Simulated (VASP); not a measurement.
# Ba (Fm-3m) in VASP: notebook

Ba is run at these levels: PBE; tasks: single point, relaxation of cell and atoms.

Program: VASP 6.6.1. These are calculated values, not measurements. Logs are shortened: lines on timing, memory, paths and dates and some standing lists are left out, and cuts for length are marked.

### Step 1. The cell of the first run

The structure is cubic, space group Fm-3m (No. 225). Conventional cell: a = 6.366 Å, b = 6.366 Å, c = 6.366 Å, α = 90.00°, β = 90.00°, γ = 90.00°.

### Step 2. Single point, PBE

The input, INCAR:

```
SYSTEM = Ba
ALGO = Normal ; EDIFF = 1E-6
ENCUT = 520 ; GGA = PE
ISIF = 2 ; ISMEAR = 0
LASPH = .TRUE. ; LCHARG = .FALSE.
LREAL = .FALSE. ; LWAVE = .FALSE.
NBANDS = 11 ; NELM = 100
PREC = Accurate ; SIGMA = 0.1
```

The input, KPOINTS:

```
k-points
0
G
  10 10 10
  0 0 0
```

The input, POSCAR:

```
Ba
1.0
    0.0000000000      3.1830185852      3.1830185852
    3.1830185852      0.0000000000      3.1830185852
    3.1830185852      3.1830185852      0.0000000000
Ba
1
Direct
    0.0000000000      0.0000000000      0.0000000000
```

Potentials or basis: VASP PAW PBE potentials, release 64 (Ba_sv).

Launch:

```bash
$ cat potpaw_PBE.64/Ba_sv/POTCAR > POTCAR
$ mpirun -np 1 vasp_std > vasp.out
```

OUTCAR:

```text
SYSTEM = Ba
   EDIFF = 1E-6
   ENCUT = 520
   GGA = PE
   ISIF = 2
   ISMEAR = 0
   LASPH = .TRUE.
   LREAL = .FALSE.
   NELM = 100
   PREC = Accurate

 ion  position               nearest neighbor table
   1  0.000  0.000  0.000-

  LATTYP: Found a face centered cubic cell.
 ALAT       =     6.3660371704

  Lattice vectors:

 A1 = (   0.0000000000,   3.1830185852,   3.1830185852)
 A2 = (   3.1830185852,   0.0000000000,   3.1830185852)
 A3 = (   3.1830185852,   3.1830185852,   0.0000000000)

Analysis of symmetry for initial positions (statically):
=====================================================================
 Subroutine PRICEL returns:
 Original cell was already a primitive cell.

 Routine SETGRP: Setting up the symmetry group for a
 face centered cubic supercell.

 Subroutine GETGRP returns: Found 48 space group operations
 (whereof 48 operations were pure point group operations)
 out of a pool of 48 trial point group operations.

The static configuration has the point symmetry O_h .

Analysis of symmetry for dynamics (positions and initial velocities):
=====================================================================
 Subroutine PRICEL returns:
 Original cell was already a primitive cell.

 Routine SETGRP: Setting up the symmetry group for a
 face centered cubic supercell.

 Subroutine GETGRP returns: Found 48 space group operations
 (whereof 48 operations were pure point group operations)
 out of a pool of 48 trial point group operations.

The dynamic configuration has the point symmetry O_h .

 Subroutine INISYM returns: Found 48 space group operations
 (whereof 48 operations are pure point group operations),
 and found     1 'primitive' translations

----------------------------------------------------------------------------------------

                                     Primitive cell

  volume of cell :      64.4982

  direct lattice vectors                    reciprocal lattice vectors
     0.000000000  3.183018585  3.183018585    -0.157083594  0.157083594  0.157083594
     3.183018585  0.000000000  3.183018585     0.157083594 -0.157083594  0.157083594
     3.183018585  3.183018585  0.000000000     0.157083594  0.157083594 -0.157083594

  length of vectors
     4.501468052  4.501468052  4.501468052     0.272076766  0.272076766  0.272076766

  position of ions in fractional coordinates (direct lattice)
     0.000000000  0.000000000  0.000000000

  ion indices of the primitive-cell ions
   primitive index   ion index
[... 73 lines left out ...]
   EDIFF  = 0.1E-05   stopping-criterion for ELM
   LREAL  =      F    real-space projection
   EDIFFG = 0.1E-04   stopping-criterion for IOM
   NSW    =      0    number of steps for IOM
   IBRION =     -1    ionic relax: 0-MD 1-quasi-New 2-CG
   NFREE  =      0    steps in history (QN), initial steepest desc. (CG)
   ISIF   =      2    stress and relaxation
   ISYM   =      2    0-nonsym 1-usesym 2-fastsym
   POTIM  = 0.5000    time-step for ionic-motion
   TEBEG  =    0.0;   TEEND  =   0.0 temperature during run
   PSTRESS=    0.0 pullay stress
   NELECT =      10.0000    total number of electrons
   NUPDOWN=      -1.0000    fix difference up-down
   EMIN   =  10.00;   EMAX   =-10.00  energy-range for DOS
   EFERMI =   0.00;   METHOD = LEGACY
   ISMEAR =     0;   SIGMA  =   0.10  broadening in eV -4-tet -1-fermi 0-gaus
   EFERMI_NEDOS =   21; number of points for ismear=-14 and -15
   IALGO  =     38    algorithm
   IMIX   =      4    mixing-type and parameters
     AMIX     =   0.40;   BMIX     =  1.00
     AMIX_MAG =   1.60;   BMIX_MAG =  1.00
  volume/ion in A,a.u.               =      64.50       435.26
  Fermi-wavevector in a.u.,A,eV,Ry     =   0.879479  1.661975 10.523888  0.773484
  Thomas-Fermi vector in A             =   1.999709
   LORBIT       =      0    0 simple, 1 ext, 2 COOP (PROOUT), +10 PAW based schemes
   GGA     = PE    functional components
   LHFCALC =     F    Hartree Fock is set to
   AEXX    =    0.0000 exact exchange contribution
   IVDW    =     0    specifies the selected vdW correction
   LEPSILON=     F    determine dielectric tensor
   LRPA    =     F    only Hartree local field effects (RPA)
 non-spin polarized calculation
 Gauss-broadening in eV      SIGMA  =   0.10
  energy-cutoff  :      520.00
  volume of cell :       64.50
 maximum number of plane-waves:      1807
 NGX is ok and might be reduce to    36
   NGX = 17   NGY = 17   NGZ = 17

 number of electron      10.0000001 magnetization

 Free energy of the ion-electron system (eV)
  ---------------------------------------------------
  ext. energy  EPLUGINS =         0.00000000
  ---------------------------------------------------
  free energy    TOTEN  =        -1.89382706 eV

  energy without entropy =       -1.88541976  energy(sigma->0) =       -1.88962341

 E-fermi :   1.5989     XC(G=0):  -7.3343

 val. band max:        1.5954670297   @ k =  -0.4000   0.5000   0.1000
 cond. band min:       1.6145782141   @ k =  -0.3000   0.4000   0.2000
 fundamental gap:      0.0191111843
 Fermi energy:         1.5988523641

 k-point     1 :       0.0000    0.0000    0.0000
  band No.  band energies     occupation
      1     -27.3382      2.00000
      2     -12.3047      2.00000
      3     -12.3047      2.00000
      4     -12.3047      2.00000
      5      -1.1729      2.00000
      6       3.3513      0.00000
      7       3.3513      0.00000
      8       3.3513      0.00000
      9       4.8731      0.00000
     10       4.8731      0.00000
     11       7.5478      0.00000
[... 309 lines left out ...]
 k-point    24 :       0.4000    0.3000    0.0000
  band No.  band energies     occupation
      1     -27.2997      2.00000
      2     -12.6305      2.00000
      3     -12.4363      2.00000
      4     -12.4225      2.00000
      5       0.7734      2.00000
      6       1.7739      0.01329
      7       2.8913      0.00000
      8       4.7106      0.00000
      9       5.1899      0.00000
     10       5.9448      0.00000
     11       8.3197      0.00000

 [... further k-points ...]
[... 5 lines left out ...]
  --------------------------------------------------------------------------------------
  -------------------------------------------------------------------------------------
  Total        0.0201852      0.0201852      0.0201852     -0.0000000      0.0000000     -0.0000000
  in kB        0.5014130      0.5014130      0.5014130     -0.0000000      0.0000000     -0.0000000
  external PRESSURE =       0.5014130 kB  Pullay stress =       0.0000000 kB

 VOLUME and BASIS-vectors are now :
 -----------------------------------------------------------------------------
  energy-cutoff  :      520.00
  volume of cell :       64.50
      direct lattice vectors                 reciprocal lattice vectors
     0.000000000  3.183018585  3.183018585    -0.157083594  0.157083594  0.157083594
     3.183018585  0.000000000  3.183018585     0.157083594 -0.157083594  0.157083594
     3.183018585  3.183018585  0.000000000     0.157083594  0.157083594 -0.157083594

 POSITION                                       TOTAL-FORCE (eV/Angst)
 -----------------------------------------------------------------------------------
      0.00000      0.00000      0.00000         0.000000      0.000000      0.000000
 -----------------------------------------------------------------------------------
    total drift:                               -0.000000      0.000000      0.000000

  FREE ENERGIE OF THE ION-ELECTRON SYSTEM (eV)
  ---------------------------------------------------
  free  energy   TOTEN  =        -1.8938270619 eV

  energy  without entropy=       -1.8854197619  energy(sigma->0) =       -1.88962341
```

stdout:

```text
POSCAR found type information on POSCAR Ba
 POSCAR found :  1 types and       1 ions
 scaLAPACK will be used
 LDA part: xc-table for (Slater+PW92), standard interpolation
 POSCAR, INCAR and KPOINTS ok, starting setup
 FFT: planning ... GRIDC
 FFT: planning ... GRID_SOFT
 FFT: planning ... GRID
 WAVECAR not read
 entering main loop
```

It took 21 s on 1 thread of Intel Xeon Platinum 8259CL at 2.50GHz (Skylake/Cascade Lake), shared host; peak memory 0.21 GiB.

Results:

```
Free energy            : -1.8938 eV
Pressure               : 0.1 GPa
Band gap on the k mesh : zero (band 5 reaches 1.61 eV, above the bottom of band 6 at 1.45 eV)
```

Levels at points of the mesh, in eV from the Fermi level:
```
           k point  band 3  band 4  band 5  band 6  band 7  band 8
(0.00, 0.00, 0.00)  -13.90  -13.90   -2.77    1.75    1.75    1.75
(0.50, 0.00, 0.00)  -13.96  -13.96   -0.94    1.00    1.61    1.61
(0.50, 0.50, 0.00)  -14.06  -14.06   -0.79   -0.15    1.98    4.45
```

Caveat: spin-orbit coupling is left out, which moves the levels of the heavy elements.

[end of part 1 of 2]
